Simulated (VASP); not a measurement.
# MgCd3Se4 (I-42m) in VASP: relaxation of cell and atoms with PBE

Aim: the relaxation of cell and atoms of MgCd3Se4 with PBE.

Everything below comes from runs of VASP 6.6.1. Logs are shortened: lines on timing, memory, paths and dates and some standing lists are left out, and cuts for length are marked.

## Step 1: The cell of the first run

The structure is tetragonal, space group I-42m (No. 121). Conventional cell: a = 6.152 Å, b = 6.152 Å, c = 12.296 Å, α = 90.00°, β = 90.00°, γ = 90.00°. Mg (site symmetry -42m) has 4 Se at 2.60 Å within 3.4 Å. Within 3.5 Å of Cd (site symmetry -4) lie 4 Se at 2.68 Å. Within 3.5 Å of Cd (site symmetry -42m) lie 4 Se at 2.69 Å. Within 3.4 Å of Se (site symmetry m) lie 1 Mg at 2.60 Å and 3 Cd at 2.68 to 2.69 Å.

## Step 2: Relaxation of cell and atoms, PBE

File INCAR:

```
SYSTEM = MgCd3Se4
PREC = Accurate
ENCUT = 600
EDIFF = 1E-7
ISMEAR = 0
SIGMA = 0.02
LREAL = .False.
LASPH = .True.
NELM = 120
ALGO = Normal
ISIF = 3
LWAVE = .False.
LCHARG = .False.
GGA = PE
IBRION = 2
NSW = 100
EDIFFG = -0.01
GGA_COMPAT = .False.
NELMIN = 4
```

File KPOINTS:

```
regular mesh
0
Gamma
  6 6 6
  0 0 0
```

File POSCAR:

```
MgCd3Se4
1.0
   -3.0757984976      3.0757984976      6.1481466943
    3.0757984976     -3.0757984976      6.1481466943
    3.0757984976      3.0757984976     -6.1481466943
Mg Cd Se
1 3 4
Direct
    0.0000000000      0.0000000000      0.0000000000
    0.2500000000      0.7500000000      0.5000000000
    0.7500000000      0.2500000000      0.5000000000
    0.5000000000      0.5000000000      0.0000000000
    0.8782487160      0.3663727517      0.0000000000
    0.3663727517      0.8782487160      0.0000000000
    0.1217512840      0.1217512840      0.4881240357
    0.6336272483      0.6336272483      0.5118759643
```

Potentials or basis: VASP PAW PBE potentials, release 64 (Mg, Cd, Se).

The run is started by

```console
$ cat potpaw_PBE.64/Mg/POTCAR potpaw_PBE.64/Cd/POTCAR potpaw_PBE.64/Se/POTCAR > POTCAR
$ mpirun -np 1 vasp_std > vasp.out
```

OUTCAR:

```text
SYSTEM = MgCd3Se4
   PREC = Accurate
   ENCUT = 600
   EDIFF = 1E-7
   ISMEAR = 0
   LREAL = .False.
   LASPH = .True.
   NELM = 120
   ISIF = 3
   GGA = PE
   IBRION = 2
   NSW = 100
   EDIFFG = -0.01
   NELMIN = 4

 ion  position               nearest neighbor table
   1  0.000  0.000  0.000-   5 2.60   6 2.60   7 2.60   8 2.60
   2  0.250  0.750  0.500-   6 2.68   7 2.68   8 2.68   5 2.68
   3  0.750  0.250  0.500-   5 2.68   7 2.68   8 2.68   6 2.68
   4  0.500  0.500  0.000-   8 2.69   5 2.69   6 2.69   7 2.69
   5  0.878  0.366  0.000-   1 2.60   2 2.68   3 2.68   4 2.69
   6  0.366  0.878  0.000-   1 2.60   3 2.68   2 2.68   4 2.69
   7  0.122  0.122  0.488-   1 2.60   2 2.68   3 2.68   4 2.69
   8  0.634  0.634  0.512-   1 2.60   2 2.68   3 2.68   4 2.69

  LATTYP: Found a body centered tetragonal cell.
 ALAT       =     6.1515969952
 C/A-ratio  =     1.9988782422

  Lattice vectors:

 A1 = (  -3.0757984976,   3.0757984976,   6.1481466943)
 A2 = (   3.0757984976,  -3.0757984976,   6.1481466943)
 A3 = (   3.0757984976,   3.0757984976,  -6.1481466943)

Analysis of symmetry for initial positions (statically):
=====================================================================
 Subroutine PRICEL returns:
 Original cell was already a primitive cell.

 Routine SETGRP: Setting up the symmetry group for a
 body centered tetragonal supercell.

 Subroutine GETGRP returns: Found  8 space group operations
 (whereof  8 operations were pure point group operations)
 out of a pool of 16 trial point group operations.

The static configuration has the point symmetry D_2d.

Analysis of symmetry for dynamics (positions and initial velocities):
=====================================================================
 Subroutine PRICEL returns:
 Original cell was already a primitive cell.

 Routine SETGRP: Setting up the symmetry group for a
 body centered tetragonal supercell.

 Subroutine GETGRP returns: Found  8 space group operations
 (whereof  8 operations were pure point group operations)
 out of a pool of 16 trial point group operations.

The dynamic configuration has the point symmetry D_2d.

 Subroutine INISYM returns: Found  8 space group operations
 (whereof  8 operations are pure point group operations),
 and found     1 'primitive' translations

----------------------------------------------------------------------------------------

                                     Primitive cell

  volume of cell :     232.6591

  direct lattice vectors                    reciprocal lattice vectors
    -3.075798498  3.075798498  6.148146694     0.000000000  0.162559414  0.081325320
     3.075798498 -3.075798498  6.148146694     0.162559414  0.000000000  0.081325320
     3.075798498  3.075798498 -6.148146694     0.162559414  0.162559414  0.000000000

  length of vectors
     7.531319975  7.531319975  7.531319975     0.181767353  0.181767353  0.229893727

  position of ions in fractional coordinates (direct lattice)
     0.000000000  0.000000000  0.000000000
     0.250000000  0.750000000  0.500000000
     0.750000000  0.250000000  0.500000000
     0.500000000  0.500000000  0.000000000
     0.878248716  0.366372752  0.000000000
     0.366372752  0.878248716  0.000000000
     0.121751284  0.121751284  0.488124036
     0.633627248  0.633627248  0.511875964

  ion indices of the primitive-cell ions
   primitive index   ion index
                 1           1
                 2           2
                 3           3
                 4           4
                 5           5
                 6           6
                 7           7
                 8           8

----------------------------------------------------------------------------------------

 KPOINTS: regular mesh

Automatic generation of k-mesh.
 Grid dimensions read from file:
 generate k-points for:    6    6    6

 Generating k-lattice:

  Cartesian coordinates                     Fractional coordinates (reciprocal lattice)
     0.000000000  0.027093236  0.013554220     0.166666667  0.000000000  0.000000000
     0.027093236  0.000000000  0.013554220     0.000000000  0.166666667  0.000000000
     0.027093236  0.027093236  0.000000000     0.000000000  0.000000000  0.166666667

  Length of vectors
     0.030294559  0.030294559  0.038315621

  Shift w.r.t. Gamma in fractional coordinates (k-lattice)
     0.000000000  0.000000000  0.000000000

 Subroutine IBZKPT returns following result:
 ===========================================

 Found     30 irreducible k-points:

 Following reciprocal coordinates:
            Coordinates               Weight
  0.000000  0.000000  0.000000      1.000000
  0.166667 -0.000000  0.000000      8.000000
  0.333333 -0.000000  0.000000      8.000000
  0.500000  0.000000 -0.000000      4.000000
  0.166667  0.166667  0.000000      8.000000
  0.333333  0.166667  0.000000     16.000000
[... 16 lines left out ...]
 -0.333333 -0.333333  0.166667      8.000000
 -0.166667 -0.333333  0.166667      8.000000
 [... further k-points ...]
   k-points           NKPTS =     30   k-points in BZ     NKDIM =     30   number of bands    NBANDS=     37
   number of dos      NEDOS =    301   number of ions     NIONS =      8
   total plane-waves  NPLWV = 216000
   dimension x,y,z NGX =    60 NGY =   60 NGZ =   60
   dimension x,y,z NGXF=   120 NGYF=  120 NGZF=  120
   ions per type =               1   3   4
   NGX,Y,Z   is equivalent  to a cutoff of  13.24, 13.24, 13.24 a.u.
   NGXF,Y,Z  is equivalent  to a cutoff of  26.49, 26.49, 26.49 a.u.
 SYSTEM =  MgCd3Se4
   PREC   = accura    normal or accurate (medium, high low for compatibility)
   ISTART =      0    job   : 0-new  1-cont  2-samecut
   ICHARG =      2    charge: 1-file 2-atom 10-const
   ISPIN  =      1    spin polarized calculation?
   LNONCOLLINEAR =      F non collinear calculations
   LSORBIT =      F    spin-orbit coupling
   LASPH  =      T    aspherical Exc in radial PAW
   ENCUT  =  600.0 eV  44.10 Ry    6.64 a.u.  15.04 15.04 15.04*2*pi/ulx,y,z
   NELM   =    120;   NELMIN=  4; NELMDL= -5     # of ELM steps
   EDIFF  = 0.1E-06   stopping-criterion for ELM
   LREAL  =      F    real-space projection
   EDIFFG = -.1E-01   stopping-criterion for IOM
   NSW    =    100    number of steps for IOM
   IBRION =      2    ionic relax: 0-MD 1-quasi-New 2-CG
   NFREE  =      1    steps in history (QN), initial steepest desc. (CG)
   ISIF   =      3    stress and relaxation
   ISYM   =      2    0-nonsym 1-usesym 2-fastsym
   POTIM  = 0.5000    time-step for ionic-motion
   TEBEG  =    0.0;   TEEND  =   0.0 temperature during run
   PSTRESS=    0.0 pullay stress
   NELECT =      62.0000    total number of electrons
   NUPDOWN=      -1.0000    fix difference up-down
   EMIN   =  10.00;   EMAX   =-10.00  energy-range for DOS
   EFERMI =   0.00;   METHOD = LEGACY
   ISMEAR =     0;   SIGMA  =   0.02  broadening in eV -4-tet -1-fermi 0-gaus
   EFERMI_NEDOS =   21; number of points for ismear=-14 and -15
   IALGO  =     38    algorithm
   IMIX   =      4    mixing-type and parameters
     AMIX     =   0.40;   BMIX     =  1.00
     AMIX_MAG =   1.60;   BMIX_MAG =  1.00
  volume/ion in A,a.u.               =      29.08       196.26
  Fermi-wavevector in a.u.,A,eV,Ry     =   1.053494  1.990815 15.100421  1.109850
  Thomas-Fermi vector in A             =   2.188618
   LORBIT       =      0    0 simple, 1 ext, 2 COOP (PROOUT), +10 PAW based schemes
   GGA     = PE    functional components
   LHFCALC =     F    Hartree Fock is set to
   AEXX    =    0.0000 exact exchange contribution
   IVDW    =     0    specifies the selected vdW correction
   LEPSILON=     F    determine dielectric tensor
   LRPA    =     F    only Hartree local field effects (RPA)
 conjugate gradient relaxation of ions
 non-spin polarized calculation
 Gauss-broadening in eV      SIGMA  =   0.02
  energy-cutoff  :      600.00
  volume of cell :      232.66
 maximum number of plane-waves:      7856
   NGX = 31   NGY = 31   NGZ = 31

--------------------------------------- Ionic step        1  -------------------------------------------

 number of electron      62.0000005 magnetization

 Free energy of the ion-electron system (eV)
  ---------------------------------------------------
  ext. energy  EPLUGINS =         0.00000000
  ---------------------------------------------------
  free energy    TOTEN  =       -24.00109899 eV

  energy without entropy =      -24.00109899  energy(sigma->0) =      -24.00109899

------------------------ aborting loop because EDIFF is reached ----------------------------------------

  FORCE on cell =-STRESS in cart. coord.  units (eV):
  Direction    XX          YY          ZZ          XY          YZ          ZX
  --------------------------------------------------------------------------------------
  -------------------------------------------------------------------------------------
  Total        0.0051355      0.0051355      0.0129531      0.0000000      0.0000000      0.0000000
  in kB        0.0353647      0.0353647      0.0891996      0.0000000      0.0000000      0.0000000
  external PRESSURE =       0.0533097 kB  Pullay stress =       0.0000000 kB
[... 69 lines left out ...]
  energy  without entropy=      -24.0011835923  energy(sigma->0) =      -24.00118359

--------------------------------------- Ionic step        3  -------------------------------------------

 number of electron      62.0000005 magnetization

 Free energy of the ion-electron system (eV)
  ---------------------------------------------------
  ext. energy  EPLUGINS =         0.00000000
  ---------------------------------------------------
  free energy    TOTEN  =       -24.00123843 eV

  energy without entropy =      -24.00123843  energy(sigma->0) =      -24.00123843

 E-fermi :   0.6262     XC(G=0):  -8.5030

 val. band max:        0.4908317774   @ k =   0.0000   0.0000   0.0000
 cond. band min:       1.4748401458   @ k =   0.0000   0.0000   0.0000
 fundamental gap:      0.9840083684
 Fermi energy:         0.6261794027

 k-point     1 :       0.0000    0.0000    0.0000
  band No.  band energies     occupation
      1     -11.5962      2.00000
      2     -11.1107      2.00000
      3     -11.1101      2.00000
      4     -11.1101      2.00000
      5      -7.0590      2.00000
      6      -7.0540      2.00000
[... 949 lines left out ...]
     36       4.6233      0.00000
     37       5.0489      0.00000

 [... further k-points ...]

------------------------ aborting loop because EDIFF is reached ----------------------------------------

  FORCE on cell =-STRESS in cart. coord.  units (eV):
  Direction    XX          YY          ZZ          XY          YZ          ZX
  --------------------------------------------------------------------------------------
  -------------------------------------------------------------------------------------
  Total       -0.0257381     -0.0257381     -0.0230235      0.0000000      0.0000000      0.0000000
  in kB       -0.1771749     -0.1771749     -0.1584882      0.0000000      0.0000000      0.0000000
  external PRESSURE =      -0.1709460 kB  Pullay stress =       0.0000000 kB
[... 23 lines left out ...]
  FREE ENERGIE OF THE ION-ELECTRON SYSTEM (eV)
  ---------------------------------------------------
  free  energy   TOTEN  =       -24.0012384304 eV

  energy  without entropy=      -24.0012384304  energy(sigma->0) =      -24.00123843

 reached required accuracy - stopping structural energy minimisation
```

Wall time 20 min (1 thread of Oxide Virtual Turin-like, shared host); peak memory 0.69 GiB.

Results:

* Free energy: -24.0012 eV
* Relaxed volume: 29.09 Å³/atom
* Relaxed cell: a = 7.533 Å, b = 7.533 Å, c = 7.533 Å, α = 131.80°, β = 131.80°, γ = 70.55°
* Space group after relaxing (to 0.1 Å): I-42m (No. 121)
* Energy gained by relaxing: 0.0 meV/atom
* Ionic steps: 3
* Pressure after relaxing: 0.0 GPa
* Band gap on the k mesh: 0.98 eV

Step by step:
| step | energy change (eV) | largest force (eV/Å) | pressure (GPa) | volume (Å³) |
| --- | --- | --- | --- | --- |
| 1 | 0.0000 | 0.0231 | 0.01 | 232.66 |
| 2 | -0.0001 | 0.0149 | 0.00 | 232.69 |
| 3 | -0.0001 | 0.0014 | -0.02 | 232.75 |

Final structure:
```cif
data_structure
_symmetry_space_group_name_H-M 'P 1'
_symmetry_Int_Tables_number 1
_cell_length_a 7.5326
_cell_length_b 7.5326
_cell_length_c 7.5326
_cell_angle_alpha 131.796
_cell_angle_beta 131.796
_cell_angle_gamma 70.552
_cell_volume 232.75
loop_
_atom_site_label
_atom_site_type_symbol
_atom_site_fract_x
_atom_site_fract_y
_atom_site_fract_z
_atom_site_occupancy
Mg1 Mg 0.00000 0.00000 0.00000 1
Cd1 Cd 0.25000 0.75000 0.50000 1
Cd2 Cd 0.75000 0.25000 0.50000 1
Cd3 Cd 0.50000 0.50000 0.00000 1
Se1 Se 0.87836 0.36595 0.00000 1
Se2 Se 0.36595 0.87836 0.00000 1
Se3 Se 0.12164 0.12164 0.48759 1
Se4 Se 0.63405 0.63405 0.51241 1
```

Levels at points of the mesh, in eV from the valence-band top:
```
           k point  band 29  band 30  band 31  band 32  band 33  band 34
(0.00, 0.00, 0.00)    -0.01     0.00     0.00     0.98     3.34     3.76
(0.50, 0.00, 0.00)    -1.10    -0.70    -0.51     3.54     3.64     4.45
(0.50, 0.50, 0.00)    -0.58    -0.48    -0.43     2.50     2.81     3.85
(0.50, 0.50, 0.50)    -0.94    -0.73    -0.73     3.28     3.33     3.33
```
